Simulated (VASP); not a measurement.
# AlN (P6_3/mmc) in VASP: a series of runs, part 2 of 2

VASP 6.6.1.

## (4) Single point, PBEsol

This run uses another cell than the first one, of 9.55 Å³/atom, 1.059 times its volume.

File INCAR:

```
PREC = Accurate
ENCUT = 520
EDIFF = 1E-6
ISMEAR = 0
SIGMA = 0.01
LREAL = F
LASPH = T
NELM = 80
ALGO = Normal
ISIF = 2
LWAVE = F
LCHARG = F
GGA = PS
NBANDS = 16
```

File KPOINTS:

```
regular mesh
0
Gamma
  6 6 4
```

File POSCAR:

```
AlN
1.0
    3.2805267291      0.0000000000      0.0000000000
   -1.6402633646      2.8410194852      0.0000000000
    0.0000000000      0.0000000000      4.1008151041
Al N
2 2
Direct
    0.3333333333      0.6666666667      0.7500000000
    0.6666666667      0.3333333333      0.2500000000
    0.3333333333      0.6666666667      0.2500000000
    0.6666666667      0.3333333333      0.7500000000
```

Launch:

```bash
$ cat potpaw_PBE.64/Al/POTCAR potpaw_PBE.64/N/POTCAR > POTCAR
$ mpirun -np 1 vasp_std > vasp.out
```

It took 9.5 s on 1 thread of AMD EPYC 7R43 (Zen 3), shared host; peak memory 0.11 GiB.

The run converged. Its results:

```
Free energy            : -30.9321 eV
Pressure               : 5.0 GPa
Band gap on the k mesh : 3.51 eV, direct
```

Levels at points of the mesh, in eV from the valence-band top:
```
           k point  band 4  band 5  band 6  band 7  band 8  band 9  band 10  band 11  band 12  band 13
(0.00, 0.00, 0.00)   -3.39   -3.39   -1.63   -1.63    0.00    3.51     4.66     8.33     8.33    11.53
(0.50, 0.00, 0.00)   -4.91   -4.65   -4.28   -3.02   -1.40    3.88     7.21     7.50     9.15     9.70
(0.00, 0.00, 0.50)   -3.77   -2.55   -2.55   -2.55   -2.55    5.84     5.84     8.47     8.47     8.47
(0.50, 0.00, 0.50)   -7.48   -3.34   -3.34   -1.79   -1.79    5.14     5.14     9.70     9.70    11.89
```

Caveat: the PAW data sets were made with another functional, which shifts forces and pressure a little. A k mesh can miss the band edges.

## (5) Single point, PBEsol

This run uses another cell than the first one, of 9.36 Å³/atom, 1.038 times its volume.

File INCAR:

```
SYSTEM = AlN
PREC     = Accurate       ! precision mode
ENCUT    = 520            ! plane-wave cutoff, eV
EDIFF    = 1E-7           ! SCF threshold, eV
ISMEAR   = 0              ! smearing method
SIGMA    = 0.01           ! smearing width, eV
LREAL    = .False.        ! projectors in reciprocal space
LASPH    = .True.         ! aspherical terms in the spheres
NELM     = 60             ! most SCF steps
ALGO     = Normal         ! electronic algorithm
ISIF     = 2              ! what is computed and relaxed
LWAVE    = .False.        ! write WAVECAR
LCHARG   = .True.         ! write CHGCAR
GGA      = PS             ! functional
LELF     = .True.         ! ELF
LVHAR    = .True.       
NBANDS   = 16             ! bands
```

File KPOINTS:

```
regular mesh
0
Gamma
  6 6 4
  0 0 0
```

File POSCAR:

```
AlN
1.0
    3.2607884184      0.0000000000      0.0000000000
   -1.6303942092      2.8239256067      0.0000000000
    0.0000000000      0.0000000000      4.0655621738
Al N
2 2
Direct
    0.3333333333      0.6666666667      0.7500000000
    0.6666666667      0.3333333333      0.2500000000
    0.3333333333      0.6666666667      0.2500000000
    0.6666666667      0.3333333333      0.7500000000
```

Potentials or basis: VASP PAW PBE potentials, release 64 (Al, N).

Launch:

```bash
$ cat potpaw_PBE.64/Al/POTCAR potpaw_PBE.64/N/POTCAR > POTCAR
$ mpirun -np 1 vasp_std > vasp.out
```

OUTCAR:

```text
SYSTEM = AlN
   PREC = Accurate
   ENCUT = 520
   EDIFF = 1E-7
   ISMEAR = 0
   LREAL = .False.
   LASPH = .True.
   NELM = 60
   ISIF = 2
   GGA = PS

 ion  position               nearest neighbor table
   1  0.333  0.667  0.750-   4 1.88   4 1.88   4 1.88   3 2.03   3 2.03   2 2.77   2 2.77   2 2.77
                             2 2.77   2 2.77   2 2.77
   2  0.667  0.333  0.250-   3 1.88   3 1.88   3 1.88   4 2.03   4 2.03   1 2.77   1 2.77   1 2.77
                             1 2.77   1 2.77   1 2.77
   3  0.333  0.667  0.250-   2 1.88   2 1.88   2 1.88   1 2.03   1 2.03
   4  0.667  0.333  0.750-   1 1.88   1 1.88   1 1.88   2 2.03   2 2.03

  LATTYP: Found a hexagonal cell.
 ALAT       =     3.2607884184
 C/A-ratio  =     1.2468034267

  Lattice vectors:

 A1 = (   3.2607884184,   0.0000000000,   0.0000000000)
 A2 = (  -1.6303942092,   2.8239256067,   0.0000000000)
 A3 = (   0.0000000000,   0.0000000000,   4.0655621738)

Analysis of symmetry for initial positions (statically):
=====================================================================
 Subroutine PRICEL returns:
 Original cell was already a primitive cell.

 Routine SETGRP: Setting up the symmetry group for a
 hexagonal supercell.

 Subroutine GETGRP returns: Found 24 space group operations
 (whereof 12 operations were pure point group operations)
 out of a pool of 24 trial point group operations.

The static configuration has the point symmetry D_3d.
 The point group associated with its full space group is D_6h.

Analysis of symmetry for dynamics (positions and initial velocities):
=====================================================================
 Subroutine PRICEL returns:
 Original cell was already a primitive cell.

 Routine SETGRP: Setting up the symmetry group for a
 hexagonal supercell.

 Subroutine GETGRP returns: Found 24 space group operations
 (whereof 12 operations were pure point group operations)
[... 122 lines left out ...]
     AMIX     =   0.40;   BMIX     =  1.00
     AMIX_MAG =   1.60;   BMIX_MAG =  1.00
  volume/ion in A,a.u.               =       9.36        63.16
  Fermi-wavevector in a.u.,A,eV,Ry     =   1.233150  2.330316 20.689829  1.520660
  Thomas-Fermi vector in A             =   2.367892
   LORBIT       =      0    0 simple, 1 ext, 2 COOP (PROOUT), +10 PAW based schemes
   GGA     = PS    functional components
   LHFCALC =     F    Hartree Fock is set to
   AEXX    =    0.0000 exact exchange contribution
   IVDW    =     0    specifies the selected vdW correction
   LEPSILON=     F    determine dielectric tensor
   LRPA    =     F    only Hartree local field effects (RPA)
 non-spin polarized calculation
 Gauss-broadening in eV      SIGMA  =   0.01
  energy-cutoff  :      520.00
  volume of cell :       37.44
 maximum number of plane-waves:      1038
   NGX = 13   NGY = 13   NGZ = 15

 number of electron      16.0000002 magnetization

 Free energy of the ion-electron system (eV)
  ---------------------------------------------------
  ext. energy  EPLUGINS =         0.00000000
  ---------------------------------------------------
  free energy    TOTEN  =       -30.89537622 eV

  energy without entropy =      -30.89537622  energy(sigma->0) =      -30.89537622

 E-fermi :   8.5540     XC(G=0): -11.6234

 val. band max:        8.5052381536   @ k =   0.0000   0.0000   0.0000
 cond. band min:      12.1688023878   @ k =   0.0000   0.0000   0.0000
 fundamental gap:      3.6635642342
 Fermi energy:         8.5539805194

 k-point     1 :       0.0000    0.0000    0.0000
  band No.  band energies     occupation
      1      -8.7029      2.00000
      2      -4.6437      2.00000
      3       1.2857      2.00000
      4       5.0487      2.00000
      5       5.0487      2.00000
      6       6.8486      2.00000
[... 376 lines left out ...]
      3       1.3571      2.00000
      4       1.3571      2.00000
      5       3.0875      2.00000
      6       3.0875      2.00000
[... 8 lines left out ...]
     15      21.6798      0.00000
     16      21.6798      0.00000

------------------------ aborting loop because EDIFF is reached ----------------------------------------

  FORCE on cell =-STRESS in cart. coord.  units (eV):
  Direction    XX          YY          ZZ          XY          YZ          ZX
  --------------------------------------------------------------------------------------
  -------------------------------------------------------------------------------------
  Total        2.3373315      2.3373315      2.3198064      0.0000000      0.0000000     -0.0000000
  in kB      100.0309564    100.0309564     99.2809319      0.0000000      0.0000000     -0.0000000
  external PRESSURE =      99.7809482 kB  Pullay stress =       0.0000000 kB

 VOLUME and BASIS-vectors are now :
 -----------------------------------------------------------------------------
  energy-cutoff  :      520.00
  volume of cell :       37.44
      direct lattice vectors                 reciprocal lattice vectors
     3.260788418  0.000000000  0.000000000     0.306674298  0.177058489  0.000000000
    -1.630394209  2.823925607  0.000000000     0.000000000  0.354116977  0.000000000
     0.000000000  0.000000000  4.065562174     0.000000000  0.000000000  0.245968444

 POSITION                                       TOTAL-FORCE (eV/Angst)
 -----------------------------------------------------------------------------------
     -0.00000      1.88262      3.04917        -0.000000     -0.000000      0.000000
      1.63039      0.94131      1.01639         0.000000      0.000000      0.000000
     -0.00000      1.88262      1.01639        -0.000000      0.000000      0.000000
      1.63039      0.94131      3.04917         0.000000      0.000000      0.000000
 -----------------------------------------------------------------------------------
    total drift:                               -0.000000      0.000000     -0.000000

  FREE ENERGIE OF THE ION-ELECTRON SYSTEM (eV)
  ---------------------------------------------------
  free  energy   TOTEN  =       -30.8953762216 eV

  energy  without entropy=      -30.8953762216  energy(sigma->0) =      -30.89537622
```

stdout:

```text
POSCAR found type information on POSCAR AlN
 POSCAR found :  2 types and       4 ions
 scaLAPACK will be used
 -----------------------------------------------------------------------------
|                                                                             |
|                                                                             |
|     You enforced a specific xc type in the INCAR file but a different       |
|     I HOPE YOU KNOW WHAT YOU ARE DOING!                                     |
|                                                                             |
 -----------------------------------------------------------------------------

 LDA part: xc-table for (Slater+PW92), standard interpolation
 POSCAR, INCAR and KPOINTS ok, starting setup
 FFT: planning ... GRIDC
 FFT: planning ... GRID_SOFT
 FFT: planning ... GRID
 WAVECAR not read
 entering main loop
```

It took 12 s on 1 thread of AMD EPYC 7R43 (Zen 3), shared host; peak memory 0.11 GiB.

What came out:

```
Free energy            : -30.8954 eV
Pressure               : 10.0 GPa
Band gap on the k mesh : 3.66 eV, direct
```

Stress tensor (GPa, compression positive):
```
10.00  0.00  0.00
 0.00 10.00  0.00
 0.00  0.00  9.93
```

Levels at points of the mesh, in eV from the valence-band top:
| k point | band 5 | band 6 | band 7 | band 8 | band 9 | band 10 | band 11 | band 12 |
| --- | --- | --- | --- | --- | --- | --- | --- | --- |
| (0.00, 0.00, 0.00) | -3.46 | -1.66 | -1.66 | 0.00 | 3.66 | 4.83 | 8.44 | 8.44 |
| (0.50, 0.00, 0.00) | -4.73 | -4.29 | -3.09 | -1.39 | 3.93 | 7.26 | 7.72 | 9.18 |
| (0.00, 0.00, 0.50) | -2.60 | -2.60 | -2.60 | -2.60 | 5.98 | 5.98 | 8.56 | 8.56 |
| (0.50, 0.00, 0.50) | -3.39 | -3.39 | -1.83 | -1.83 | 5.22 | 5.22 | 9.92 | 9.92 |

Caveat: the PAW data sets were made with another functional, which shifts forces and pressure a little.

## (6) Summary

| cell | gap on the mesh (eV) | pressure (GPa) |
| --- | --- | --- |
| a = 3.225, b = 3.225, c = 4.006 Å, angles 90.0, 90.0, 120.0°, 4 atoms | 3.93 | 20.0 |
| a = 3.302, b = 3.302, c = 4.141 Å, angles 90.0, 90.0, 120.0°, 4 atoms | 3.34 | -0.1 |
| a = 3.281, b = 3.281, c = 4.101 Å, angles 90.0, 90.0, 120.0°, 4 atoms | 3.51 | 5.0 |
| a = 3.261, b = 3.261, c = 4.066 Å, angles 90.0, 90.0, 120.0°, 4 atoms | 3.66 | 10.0 |

Alike in all rows: task single point; level PBEsol; potentials or basis VASP PAW PBE potentials, release 64 (Al, N); no spin polarisation; k mesh 6 × 6 × 4; cutoff (eV) 520; smearing gaussian 0.01 eV.

Caveats: the PAW data sets were made with another functional, which shifts forces and pressure a little.

Total energies depend on the potentials used, so only differences within one code and one set of settings carry meaning.
